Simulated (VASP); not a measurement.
**BeS: relaxation of cell and atoms with PBEsol**

The system is BeS.

```
S Be
1.0
     0.00000    2.42500    2.42500
     2.42500    0.00000    2.42500
     2.42500    2.42500    0.00000
S Be
1 1
Direct
  0.75000 0.75000 0.75000
  0.00000 0.00000 0.00000
```

* Program: VASP 6.6.1
* Task: relaxation of cell and atoms
* Functional: PBEsol
* Potentials or basis: VASP PAW PBE potentials, release 64 (S, Be)
* Cutoff: 600 eV
* k mesh: 9 × 9 × 9
* Occupations: fermi-dirac, width 0.05 eV
* Spin: no spin polarisation
* Target pressure: 5 GPa
* Dipole correction: no
* Further INCAR settings: ALGO = Normal; EDIFF = 1e-07; IBRION = 2; EDIFFG = -0.005; NSW = 80; ISIF = 3

```
Relaxed volume                                         : 13.53 Å³/atom
Relaxed cell                                           : a = 3.370 Å, b = 3.370 Å, c = 3.370 Å, α = 60.00°, β = 60.00°, γ = 60.00°
Space group after relaxing (to 0.05 Å)                 : F-43m (No. 216)
Energy change on relaxing (the enthalpy is what falls) : +9.7 meV/atom
Ionic steps                                            : 3
Pressure after relaxing                                : 5.0 GPa
Band gap on the k mesh                                 : 2.91 eV, indirect (least direct gap 5.58 eV)
```

Step by step:
| step | energy change (eV) | largest force (eV/Å) | pressure (GPa) | volume (Å³) |
| --- | --- | --- | --- | --- |
| 1 | 0.0000 | 0.0000 | -0.53 | 28.52 |
| 2 | 0.0393 | 0.0000 | 7.31 | 26.54 |
| 3 | 0.0194 | 0.0000 | 5.01 | 27.05 |

Final structure:
```yaml
crystal:
  lattice:
    - [0.00000, 2.38266, 2.38266]
    - [2.38266, 0.00000, 2.38266]
    - [2.38266, 2.38266, 0.00000]
  atoms:
    - { symbol: S, position: [0.75000, 0.75000, 0.75000] }
    - { symbol: Be, position: [0.00000, 0.00000, 0.00000] }
```

Levels at points of the mesh, in eV from the valence-band top:
| k point | band 1 | band 2 | band 3 | band 4 | band 5 | band 6 | band 7 | band 8 |
| --- | --- | --- | --- | --- | --- | --- | --- | --- |
| (0.00, 0.00, 0.00) | -14.09 | 0.00 | 0.00 | 0.00 | 5.58 | 5.58 | 5.58 | 6.16 |

It took 14 s on 1 thread of Intel(R) Xeon(R) Platinum 8488C (Sapphire Rapids), on a shared host, peak memory 0.15 GiB.

Caveat: the cell is relaxed towards a set pressure, so the enthalpy falls and the energy may rise; the PAW data sets were made with another functional, which shifts forces and pressure a little. A k mesh can miss the band edges.
